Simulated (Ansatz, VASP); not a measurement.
# In in VASP and in Ansatz

```xyz
1
Lattice="3.1609 0.0000 0.0000 0.0000 3.1609 0.0000 0.0000 0.0000 3.1609" Properties=species:S:1:pos:R:3 pbc="T T T"
In    0.0000    0.0000    0.0000
```

Alike in both runs: task single point; functional r2SCAN; k mesh 12 × 12 × 12; occupations fermi-dirac, width 0.1 eV; no spin polarisation.

|  | VASP | Ansatz |
| --- | --- | --- |
| version | VASP 6.6.1 | Ansatz 0.2.0 |
| potentials or method | VASP PAW PBE potentials, release 64 (In_d), cutoff 520 eV | plane waves (500 eV) with PAW, scalar-relativistic |
| valence electrons in the cell | 13 | 13 |

VASP gave:

```
pressure (GPa) : -3.3
```

Task: Estimate Ansatz's values.

Result: Pressure (GPa): -3.2.

VASP's potentials were made for PBE, not for r2SCAN. With one functional, cell and mesh, what is left measures potentials, basis and numerics.
